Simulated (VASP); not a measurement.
Wanted: the native input for a VASP 6.6.1 run.

- Task: single point
- Functional: PBE
- Potentials or basis: VASP PAW PBE potentials, release 64 (Ge_d, S)
- Cutoff: 520 eV
- k mesh: 7 × 5 × 1
- Occupations: gaussian, width 0.1 eV
- Spin: no spin polarisation
- Dipole correction: yes
- Further INCAR settings: ALGO = Normal; EDIFF = 1e-06; NBANDS = 54

The structure of Ge6S lies in POSCAR:

```
Ge6S
1.0
    4.0740542126      0.0000000000      0.0000000000
    0.0000000000      5.7615827213      0.0000000000
    0.0000000000      0.0000000000     19.5242196736
Ge S
6 1
Direct
    0.5000000000      0.0000000000      0.2048737449
    0.0000000000      0.2500000000      0.2048737449
    0.0000000000      0.5005156572      0.3087424246
    0.5000000000      0.7494843428      0.3087424246
    0.5000000000      0.0069199665      0.4109879835
    0.0000000000      0.2430800335      0.4109879835
    0.5000000000      0.3402532998      0.4876002711
```

These files were run (other wordings do the same):

INCAR

```
PREC = Accurate
ENCUT = 520
EDIFF = 1E-6
ISMEAR = 0
SIGMA = 0.1
LREAL = F
LASPH = T
NELM = 100
ALGO = Normal
ISIF = 2
LWAVE = F
LCHARG = F
LDIPOL = T
IDIPOL = 3
DIPOL = 0.5 0.5 0.334
GGA = PE
NBANDS = 54
```

KPOINTS

```
regular mesh
0
Gamma
  7 5 1
```

Potentials or basis: VASP PAW PBE potentials, release 64 (Ge_d, S).

Run with:

```bash
$ cat potpaw_PBE.64/Ge_d/POTCAR potpaw_PBE.64/S/POTCAR > POTCAR
$ mpirun -np 1 vasp_std > vasp.out
```

It gave:

| Item | Value |
| --- | --- |
| Largest force | 1.054 eV/Å |
| Band gap on the k mesh | zero (band 45 reaches -1.66 eV, above the bottom of band 46 at -1.74 eV) |

Run time: 13 min on 1 thread of Intel Xeon 6975P-C, on a shared host, peak memory 0.63 GiB.
